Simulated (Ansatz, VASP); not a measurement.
# Zr2Zn2N3 in VASP and in Ansatz

INCAR

```
PREC     = Accurate       # precision mode
ENCUT    = 520            # plane-wave cutoff, eV
EDIFF    = 1E-6           # SCF threshold, eV
ISMEAR   = 0              # smearing method
SIGMA    = 0.1            # smearing width, eV
LREAL    = F              # projectors in reciprocal space
LASPH    = T              # aspherical terms in the spheres
NELM     = 150            # most SCF steps
ALGO     = Normal         # electronic algorithm
ISIF     = 2              # what is computed and relaxed
LWAVE    = F              # write WAVECAR
LCHARG   = T              # write CHGCAR
ISPIN    = 2              # spin polarisation
MAGMOM   = 1 1 0 0 0 0 0  # initial moments
LORBIT   = 11             # projections on sites
LMAXMIX  = 4              # l up to which the mixer works
GGA      = PE             # functional
LELF     = T              # ELF
LVHAR    = T            
NBANDS   = 44             # bands
```

The input KPOINTS:

```
regular mesh
0
Gamma
  6 6 6
```

Contents of POSCAR:

```
Zr2Zn2N3
1.0
    2.4719628115      1.4271883947      4.0787436515
   -2.4719628115      1.4271883947      4.0787436515
    0.0000000000     -2.8543767893      4.0787436515
Zr Zn N
2 2 3
Direct
    0.5000000000      0.5000000000      0.5000000000
    0.0000000000      0.0000000000      0.0000000000
    0.2814853009      0.2814853009      0.2814853009
    0.7185146991      0.7185146991      0.7185146991
    0.0000000000      0.0000000000      0.5000000000
    0.5000000000      0.0000000000      0.0000000000
    0.0000000000      0.5000000000      0.0000000000
```

Input for Ansatz:

```yaml
crystal:
  lattice:
    - [2.4719628115, 1.4271883947, 4.0787436515]
    - [-2.4719628115, 1.4271883947, 4.0787436515]
    - [0.0, -2.8543767893, 4.0787436515]
  atoms:
    - { symbol: Zr, position: [0.5, 0.5, 0.5], spin: 1.0 }
    - { symbol: Zr, position: [0.0, 0.0, 0.0], spin: 1.0 }
    - { symbol: Zn, position: [0.2814853009, 0.2814853009, 0.2814853009] }
    - { symbol: Zn, position: [0.7185146991, 0.7185146991, 0.7185146991] }
    - { symbol: "N", position: [0.0, 0.0, 0.5] }
    - { symbol: "N", position: [0.5, 0.0, 0.0] }
    - { symbol: "N", position: [0.0, 0.5, 0.0] }
basis:
  ecutwfc: 420
kpoints:
  mp_grid: { grid: [6, 6, 6] }
hamiltonian:
  xc: pbe
scf:
  occupations: { method: gaussian, width: 0.1 }
  lower_state_search: "off"
output:
  forces: true
  stress: true
  eigenvalues: true
  populations: true
magnetization:
  spin_polarized: true
```

Alike in both runs: task single point; functional PBE; k mesh 6 × 6 × 6; occupations gaussian, width 0.1 eV; collinear spin.

|  | VASP | Ansatz |
| --- | --- | --- |
| version | VASP 6.6.1 | Ansatz 0.2.0 |
| potentials or method | VASP PAW PBE potentials, release 64 (Zr_sv, Zn, N), cutoff 520 eV | scalar-relativistic, plane waves, PAW |
| valence electrons in the cell | 63 | 63 |

```tsv
	VASP	Ansatz	Ansatz less VASP
gap on the k mesh at the Fermi level (eV)	none	none	-
pressure (GPa)	0.3	-0.3	-0.54
traceless stress, the component that is largest in VASP (GPa)	0.27	0.02	-0.250
rms of the force components (eV/Å)	0.031	0.003	-0.0286
net moment per atom (μB)	0.00	0.00	-0.001
```

Atom by atom the forces differ by 0.034 eV/Å (rms over components). A gap of «none» marks a metal or a gap that the smearing closes. The functional is the same, so the differences come from potentials, cutoffs and numerics. Ansatz's warnings: seeded moment not kept.
